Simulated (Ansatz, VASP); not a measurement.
Two plane-wave programs on ZnSe

```
Zn Se
1.0
     0.00000    3.18099    2.24896
     3.18099    0.00000    2.24896
     3.18099    3.18099    0.00000
Zn Se
1 1
Cartesian
  0.0000 0.0000 0.0000
  4.7715 4.7715 3.3734
```

Alike in both runs: task single point; functional LDA; k mesh 10 × 10 × 10; occupations gaussian, width 0.05 eV; no spin polarisation.

```csv
,VASP,Ansatz
version,VASP 6.6.1,Ansatz 0.2.0
potentials or method,"VASP PAW LDA potentials, release 64 (Zn, Se), cutoff 520 eV","scalar-relativistic, plane waves, PAW"
valence electrons in the cell,18,28
```

```tsv
	VASP	Ansatz	Ansatz less VASP
gap on the k mesh at the Fermi level (eV)	0.24	0.21	-0.034
least direct gap on the mesh (eV)	0.24	0.21	-0.034
pressure (GPa)	-5.5	-5.7	-0.24
traceless stress, the component that is largest in VASP (GPa)	5.47	5.54	+0.073
```

LDA's correlation is that of Perdew and Zunger in VASP and of Perdew and Wang (1992) in Ansatz. VASP's potentials hold 18 valence electrons a cell and Ansatz's 28, so a difference there can come from the potentials and not from the codes.
